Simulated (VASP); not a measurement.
Ga, 4 atoms in the cell. It takes space group P6_3/mmc (No. 194, hexagonal). The conventional cell has a = 3.110 Å, b = 3.110 Å, c = 10.156 Å, α = 90.00°, β = 90.00°, γ = 120.00°. Within 4.1 Å of Ga (site symmetry -3m) lie 12 Ga at 3.11 Å. Within 4.1 Å of Ga (site symmetry -6m2) lie 12 Ga at 3.11 Å.  This cell differs from its parent crystal: volume scaled by 1.08.

| Item | Value |
| --- | --- |
| Program | VASP 6.6.1 |
| Task | single point |
| Functional | RPBE |
| Potentials or basis | VASP PAW PBE potentials, release 64 (Ga_d) |
| Cutoff | 520 eV |
| k mesh | 13 × 13 × 4 |
| Occupations | fermi-dirac, width 0.1 eV |
| Spin | no spin polarisation |
| Dipole correction | no |
| Further INCAR settings | ALGO = Normal; EDIFF = 1e-06; NBANDS = 34 |

Potentials or basis: VASP PAW PBE potentials, release 64 (Ga_d).

Run with:

```sh
$ cat potpaw_PBE.64/Ga_d/POTCAR > POTCAR
$ mpirun -np 1 vasp_std > vasp.out
```

Hardware: 1 thread of AMD EPYC 7R13, on a shared host.

Question: How long does it take, and how much memory?

Answer: Run time: 7.1 min on 1 thread of AMD EPYC 7R13 (shared host), peak memory 0.24 GiB. Counts: scf iterations 13, k points 63.
